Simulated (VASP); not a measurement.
Write the native input for VASP 6.6.1 that does the following.

- Task: single point
- Functional: HF
- Potentials or basis: VASP PAW PBE potentials, release 64 (Ag)
- Cutoff: 520 eV
- k mesh: 6 × 6 × 6
- Occupations: fermi-dirac, width 0.05 eV
- Spin: no spin polarisation
- Dipole correction: no
- Grid for exact exchange (PRECFOCK): Normal
- Further INCAR settings: ALGO = Normal; EDIFF = 1e-07; NBANDS = 12

The system is Ag.

```
Ag
1.0
     0.00000    2.04275    2.04275
     2.04275    0.00000    2.04275
     2.04275    2.04275    0.00000
Ag
1
Direct
  0.00000 0.00000 0.00000
```

One way to write it, as run:

POSCAR

```
Ag
1.0
    0.0000000000      2.0427500000      2.0427500000
    2.0427500000      0.0000000000      2.0427500000
    2.0427500000      2.0427500000      0.0000000000
Ag
1
Direct
    0.0000000000      0.0000000000      0.0000000000
```

INCAR.step1

```
SYSTEM = Ag
  ALGO = Normal
  EDIFF = 1E-5
  ENCUT = 520
  GGA = PE
  ISIF = 2
  ISMEAR = -1
  LASPH = .True.
  LCHARG = .False.
  LREAL = .False.
  LWAVE = .True.
  NBANDS = 12
  NELM = 60
  PREC = Accurate
  SIGMA = 0.05
```

INCAR.step2

```
SYSTEM = Ag
  AEXX = 1.0
  AGGAC = 0.0
  ALDAC = 0.0
  ALGO = Normal
  EDIFF = 1E-7
  ENCUT = 520
  GGA = PE
  ISIF = 2
  ISMEAR = -1
  ISTART = 1
  LASPH = .True.
  LCHARG = .False.
  LHFCALC = .True.
  LREAL = .False.
  LWAVE = .False.
  NBANDS = 12
  NELM = 60
  PREC = Accurate
  PRECFOCK = Normal
  SIGMA = 0.05
```

KPOINTS

```
k-points
0
Gamma
  6 6 6
  0 0 0
```

Potentials or basis: VASP PAW PBE potentials, release 64 (Ag).

Launch:

```console
$ cat potpaw_PBE.64/Ag/POTCAR > POTCAR
$ cp INCAR.step1 INCAR
$ mpirun -np 1 vasp_std > vasp.out
$ cp INCAR.step2 INCAR
$ mpirun -np 1 vasp_std > vasp.out
```

Results of the run:

```yaml
Pressure: 19.6 GPa
```

Caveat: the k points lie up to 0.44 Å⁻¹ apart; the PAW data sets were made with another functional, which shifts forces and pressure a little.

It took 8.4 min on 1 thread of Intel(R) Xeon(R) 6975P-C (Granite Rapids) (shared host), peak memory 0.15 GiB.
